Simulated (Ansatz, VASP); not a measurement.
**Two plane-wave programs on CdSnO2**

```
CELL_PARAMETERS angstrom
3.41826 0.00000 0.00000
-1.70913 2.96030 0.00000
0.00000 0.00000 6.07494
ATOMIC_POSITIONS crystal
Cd 0.00000 0.00000 0.00000
Sn 0.00000 0.00000 0.50000
O 0.33333 0.66667 0.77195
O 0.66667 0.33333 0.22805
```

Alike in both runs: functional PBE; k mesh 4 × 4 × 3; occupations gaussian, width 0.15 eV; no spin polarisation.

Ansatz relaxed the structure, and its values are those at the end. VASP's run is a single point on that final structure, the one shown.

```csv
,VASP,Ansatz
version,VASP 6.6.1,Ansatz 0.2.0
potentials or method,"VASP PAW PBE potentials, release 64 (Cd, Sn_d, O), cutoff 600 eV","scalar-relativistic, plane waves, PAW"
valence electrons in the cell,38,46
```

|  | VASP | Ansatz | Ansatz less VASP |
| --- | --- | --- | --- |
| gap on the k mesh at the Fermi level (eV) | 0.45 | 0.46 | +0.007 |
| least direct gap on the mesh (eV) | 1.28 | 1.28 | +0.002 |
| pressure (GPa) | 0.3 | -0.1 | -0.37 |
| rms of the force components (eV/Å) | 0.019 | 0.001 | -0.0177 |

With one functional, cell and mesh, what is left measures potentials, basis and numerics. VASP's potentials hold 38 valence electrons a cell and Ansatz's 46, so a difference there can come from the potentials and not from the codes.

The k mesh is coarse, so the values compare programs but aren't converged.
